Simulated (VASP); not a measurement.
# Ru2C (P-3m1) in VASP: notebook

Runs on Ru2C. Level: PBE. Tasks: single point.

Program: VASP 6.6.1. These are calculated values, not measurements. Logs are shortened: lines on timing, memory, paths and dates and some standing lists are left out, and cuts for length are marked.

### Step 1. The cell of the first run

Symmetry: P-3m1, No. 164, trigonal system. The conventional cell has a = 2.812 Å, b = 2.812 Å, c = 4.986 Å, α = 90.00°, β = 90.00°, γ = 120.00°. Ru (site symmetry 3m) has 3 C at 2.09 Å within 2.8 Å. C (site symmetry -3m) has 6 Ru at 2.09 Å within 2.8 Å.

### Step 2. Single point, PBE

INCAR

```
ALGO     = Normal         # electronic algorithm
EDIFF    = 1E-7           # SCF threshold, eV
ENCUT    = 520            # plane-wave cutoff, eV
GGA      = PE             # functional
ISIF     = 2              # what is computed and relaxed
ISMEAR   = 0              # smearing method
LASPH    = T              # aspherical terms in the spheres
LCHARG   = F              # write CHGCAR
LREAL    = F              # projectors in reciprocal space
LWAVE    = F              # write WAVECAR
NBANDS   = 41             # bands
NELM     = 80             # most SCF steps
PREC     = Accurate       # precision mode
SIGMA    = 0.2            # smearing width, eV
```

KPOINTS

```
k-points
0
Gamma
  8 4 4
```

POSCAR

```
Ru2C
1.0
    2.8116722387      0.0000000000      0.0000000000
    0.0000000000      4.8699591716      0.0000000000
    0.0000000000      0.0000000000      4.9857801814
Ru C
4 2
Direct
    0.5000000000      0.1666666667      0.2362637448
    1.0000000000      0.6666666667      0.2362637448
    1.0000000000      0.3333333333      0.7637362552
    0.5000000000      0.8333333333      0.7637362552
    0.5000000000      0.5000000000      0.5000000000
    0.0000000000      0.0000000000      0.5000000000
```

Potentials or basis: VASP PAW PBE potentials, release 64 (Ru_pv, C).

The run is started by

```sh
$ cat potpaw_PBE.64/Ru_pv/POTCAR potpaw_PBE.64/C/POTCAR > POTCAR
$ mpirun -np 1 vasp_std > vasp.out
```

OUTCAR:

```text
EDIFF = 1E-7
   ENCUT = 520
   GGA = PE
   ISIF = 2
   ISMEAR = 0
   LASPH = T
   LREAL = F
   NELM = 80
   PREC = Accurate

 ion  position               nearest neighbor table
   1  0.500  0.167  0.236-   5 2.09   6 2.09   6 2.09   2 2.81   2 2.81   2 2.81   2 2.81   3 2.86
                             3 2.86   4 2.86   3 3.09   3 3.09   4 3.09
   2  0.000  0.667  0.236-   6 2.09   5 2.09   5 2.09   1 2.81   1 2.81   1 2.81   1 2.81   4 2.86
                             4 2.86   3 2.86   4 3.09   4 3.09   3 3.09
   3  0.000  0.333  0.764-   6 2.09   5 2.09   5 2.09   4 2.81   4 2.81   4 2.81   4 2.81   1 2.86
                             1 2.86   2 2.86   1 3.09   1 3.09   2 3.09
   4  0.500  0.833  0.764-   5 2.09   6 2.09   6 2.09   3 2.81   3 2.81   3 2.81   3 2.81   2 2.86
                             2 2.86   1 2.86   2 3.09   2 3.09   1 3.09
   5  0.500  0.500  0.500-   1 2.09   4 2.09   3 2.09   2 2.09   2 2.09   3 2.09
   6  0.000  0.000  0.500-   2 2.09   3 2.09   1 2.09   4 2.09   1 2.09   4 2.09

  LATTYP: Found a simple orthorhombic cell.
 ALAT       =     2.8116722387
 B/A-ratio  =     1.7320508075
 C/A-ratio  =     1.7732437347

  Lattice vectors:

 A1 = (   2.8116722387,   0.0000000000,   0.0000000000)
 A2 = (   0.0000000000,   4.8699591716,   0.0000000000)
 A3 = (   0.0000000000,   0.0000000000,   4.9857801814)

Analysis of symmetry for initial positions (statically):
=====================================================================
 Subroutine PRICEL returns following result:

  LATTYP: Found a hexagonal cell.
 ALAT       =     2.8116722387
 C/A-ratio  =     1.7732437347

  Lattice vectors:

 A1 = (  -2.8116722387,  -0.0000000000,   0.0000000000)
 A2 = (   1.4058361194,  -2.4349795858,   0.0000000000)
 A3 = (   0.0000000000,   0.0000000000,   4.9857801814)

   2 primitive cells build up your supercell.

 Routine SETGRP: Setting up the symmetry group for a
 simple orthorhombic supercell.

 Subroutine GETGRP returns: Found  4 space group operations
 (whereof  4 operations were pure point group operations)
 out of a pool of  8 trial point group operations.

The static configuration has the point symmetry C_2h.

Analysis of symmetry for dynamics (positions and initial velocities):
=====================================================================
 Subroutine PRICEL returns following result:

  LATTYP: Found a hexagonal cell.
[... 115 lines left out ...]
   LNONCOLLINEAR =      F non collinear calculations
   LSORBIT =      F    spin-orbit coupling
   LASPH  =      T    aspherical Exc in radial PAW
   ENCUT  =  520.0 eV  38.22 Ry    6.18 a.u.   5.23  9.05  9.27*2*pi/ulx,y,z
   NELM   =     80;   NELMIN=  2; NELMDL= -5     # of ELM steps
   EDIFF  = 0.1E-06   stopping-criterion for ELM
   LREAL  =      F    real-space projection
   EDIFFG = 0.1E-05   stopping-criterion for IOM
   NSW    =      0    number of steps for IOM
   IBRION =     -1    ionic relax: 0-MD 1-quasi-New 2-CG
   NFREE  =      0    steps in history (QN), initial steepest desc. (CG)
   ISIF   =      2    stress and relaxation
   ISYM   =      2    0-nonsym 1-usesym 2-fastsym
   POTIM  = 0.5000    time-step for ionic-motion
   TEBEG  =    0.0;   TEEND  =   0.0 temperature during run
   PSTRESS=    0.0 pullay stress
   NELECT =      64.0000    total number of electrons
   NUPDOWN=      -1.0000    fix difference up-down
   EMIN   =  10.00;   EMAX   =-10.00  energy-range for DOS
   EFERMI =   0.00;   METHOD = LEGACY
   ISMEAR =     0;   SIGMA  =   0.20  broadening in eV -4-tet -1-fermi 0-gaus
   EFERMI_NEDOS =   21; number of points for ismear=-14 and -15
   IALGO  =     38    algorithm
   IMIX   =      4    mixing-type and parameters
     AMIX     =   0.40;   BMIX     =  1.00
     AMIX_MAG =   1.60;   BMIX_MAG =  1.00
  volume/ion in A,a.u.               =      11.38        76.78
  Fermi-wavevector in a.u.,A,eV,Ry     =   1.602238  3.027791 34.928435  2.567168
  Thomas-Fermi vector in A             =   2.699091
   LORBIT       =      0    0 simple, 1 ext, 2 COOP (PROOUT), +10 PAW based schemes
   GGA     = PE    functional components
   LHFCALC =     F    Hartree Fock is set to
   AEXX    =    0.0000 exact exchange contribution
   IVDW    =     0    specifies the selected vdW correction
   LEPSILON=     F    determine dielectric tensor
   LRPA    =     F    only Hartree local field effects (RPA)
 non-spin polarized calculation
 Gauss-broadening in eV      SIGMA  =   0.20
  energy-cutoff  :      520.00
  volume of cell :       68.27
 maximum number of plane-waves:      1874
 NGX is ok and might be reduce to    24

 number of electron      63.9999998 magnetization

 Free energy of the ion-electron system (eV)
  ---------------------------------------------------
  ext. energy  EPLUGINS =         0.00000000
  ---------------------------------------------------
  free energy    TOTEN  =       -52.41444984 eV

  energy without entropy =      -52.28454763  energy(sigma->0) =      -52.34949874

 E-fermi :  11.8746     XC(G=0): -13.7413

 val. band max:       11.8673349289   @ k =   0.2500   0.0000   0.5000
 cond. band min:      11.8936704816   @ k =   0.3750   0.2500   0.0000
 fundamental gap:      0.0263355527
 Fermi energy:        11.8745656780

 k-point     1 :       0.0000    0.0000    0.0000
  band No.  band energies     occupation
      1     -31.5352      2.00000
      2     -31.4708      2.00000
      3     -31.4051      2.00000
      4     -31.1625      2.00000
      5     -31.1415      2.00000
      6     -31.0504      2.00000
[... 1045 lines left out ...]
     40      16.1031      0.00000
     41      16.9571      0.00000

 [... further k-points ...]
[... 5 lines left out ...]
  --------------------------------------------------------------------------------------
  -------------------------------------------------------------------------------------
  Total        0.1451895      0.1395876      0.3027230      0.0000000     -0.0163879      0.0000000
  in kB        3.4073972      3.2759276      7.1044886      0.0000000     -0.3846023      0.0000000
  external PRESSURE =       4.5959378 kB  Pullay stress =       0.0000000 kB

 VOLUME and BASIS-vectors are now :
 -----------------------------------------------------------------------------
  energy-cutoff  :      520.00
  volume of cell :       68.27
      direct lattice vectors                 reciprocal lattice vectors
     2.811672239  0.000000000  0.000000000     0.355660232  0.000000000  0.000000000
     0.000000000  4.869959172  0.000000000     0.000000000  0.205340531  0.000000000
     0.000000000  0.000000000  4.985780181     0.000000000  0.000000000  0.200570415

 POSITION                                       TOTAL-FORCE (eV/Angst)
 -----------------------------------------------------------------------------------
      1.40584      0.81166      1.17796         0.000000      0.001277     -0.066902
      0.00000      3.24664      1.17796        -0.000000      0.001277     -0.066902
      0.00000      1.62332      3.80782        -0.000000     -0.001277      0.066902
      1.40584      4.05830      3.80782         0.000000     -0.001277      0.066902
      1.40584      2.43498      2.49289        -0.000000     -0.000000      0.000000
      0.00000      0.00000      2.49289        -0.000000      0.000000     -0.000000
 -----------------------------------------------------------------------------------
    total drift:                                0.000000      0.000000      0.000000

  FREE ENERGIE OF THE ION-ELECTRON SYSTEM (eV)
  ---------------------------------------------------
  free  energy   TOTEN  =       -52.4144498388 eV

  energy  without entropy=      -52.2845476342  energy(sigma->0) =      -52.34949874
```

Run time: 1.7 min. Hardware: 1 thread of Intel Xeon Platinum 8488C (Sapphire Rapids), shared host; peak memory 0.24 GiB.

Results:

```
Free energy            : -52.4144 eV
Pressure               : 0.5 GPa
Largest force          : 0.067 eV/Å
Band gap on the k mesh : zero (band 32 reaches 12.67 eV, above the bottom of band 33 at 11.30 eV)
```

Forces in eV/Å, atoms in the order of the input:
```
Ru   0.000  0.001 -0.067
Ru   0.000  0.001 -0.067
Ru   0.000 -0.001  0.067
Ru   0.000 -0.001  0.067
C    0.000  0.000  0.000
C    0.000  0.000  0.000
```

Stress tensor (GPa, compression positive):
```
 0.34  0.00  0.00
 0.00  0.33 -0.04
 0.00 -0.04  0.71
```

Levels at points of the mesh, in eV from the Fermi level:
| k point | band 29 | band 30 | band 31 | band 32 | band 33 | band 34 | band 35 | band 36 |
| --- | --- | --- | --- | --- | --- | --- | --- | --- |
| (0.00, 0.00, 0.00) | -1.32 | -0.86 | -0.86 | 0.09 | 0.26 | 0.42 | 0.66 | 0.96 |
| (0.50, 0.00, 0.00) | -0.85 | -0.85 | -0.14 | -0.14 | 1.55 | 1.55 | 2.32 | 2.32 |
| (0.00, 0.50, 0.00) | -1.46 | -1.46 | -1.02 | -1.02 | 0.06 | 0.06 | 0.65 | 0.65 |
| (0.50, 0.50, 0.00) | 0.42 | 0.42 | 0.66 | 0.66 | 0.96 | 0.96 | 1.60 | 1.60 |
| (0.00, 0.00, 0.50) | -1.35 | -0.58 | -0.58 | -0.52 | -0.52 | 0.79 | 0.87 | 0.97 |
| (0.50, 0.00, 0.50) | -0.43 | -0.43 | -0.05 | -0.05 | 1.08 | 1.08 | 1.55 | 1.55 |
| (0.00, 0.50, 0.50) | -1.23 | -1.23 | -0.90 | -0.90 | -0.56 | -0.56 | -0.35 | -0.35 |
| (0.50, 0.50, 0.50) | -1.35 | -1.35 | 0.79 | 0.79 | 0.87 | 0.87 | 0.97 | 0.97 |

### Step 3. Single point, PBE

This run uses another cell than the first one: it holds 3 atoms, not 6.

INCAR

```
PREC = Accurate
ENCUT = 520
EDIFF = 1E-6
ISMEAR = 0
SIGMA = 0.1
LREAL = False
LASPH = True
NELM = 100
ALGO = Normal
ISIF = 2
LWAVE = False
LCHARG = False
GGA = PE
NBANDS = 23
```

KPOINTS

```
Automatic mesh
0
Gamma
  18 18 10
```

POSCAR

```
Ru2C
1.0
    2.8116722387      0.0000000000      0.0000000000
   -1.4058361193      2.4349795858      0.0000000000
    0.0000000000      0.0000000000      4.9857801814
Ru C
2 1
Direct
    0.6666666667      0.3333333333      0.2362637448
    0.3333333333      0.6666666667      0.7637362552
    0.0000000000      0.0000000000      0.5000000000
```

Potentials or basis: VASP PAW PBE potentials, release 64 (Ru_pv, C).

The run is started by

```sh
$ cat potpaw_PBE.64/Ru_pv/POTCAR potpaw_PBE.64/C/POTCAR > POTCAR
$ mpirun -np 1 vasp_std > vasp.out
```

It took 2.5 min on 1 thread of Intel Xeon Platinum 8488C (Sapphire Rapids), shared host; peak memory 0.33 GiB.

Results (log left out):

```
Free energy            : -26.1943 eV
Pressure               : 0.2 GPa
Largest force          : 0.032 eV/Å
Band gap on the k mesh : zero (band 16 reaches 12.67 eV, above the bottom of band 17 at 11.01 eV)
```

Forces in eV/Å, atoms in the order of the input:
```
Ru   0.000  0.000 -0.032
Ru   0.000  0.000  0.032
C    0.000  0.000  0.000
```

Levels at points of the mesh, in eV from the Fermi level:
```tsv
k point	band 14	band 15	band 16	band 17	band 18	band 19
(0.00, 0.00, 0.00)	-2.43	-1.31	-1.31	-0.84	-0.84	0.28
(0.50, 0.00, 0.00)	0.11	0.44	0.69	0.99	1.63	2.35
(0.00, 0.00, 0.50)	-2.67	-0.56	-0.56	-0.50	-0.50	1.65
(0.50, 0.00, 0.50)	-1.55	-1.33	0.82	0.90	0.99	2.41
```
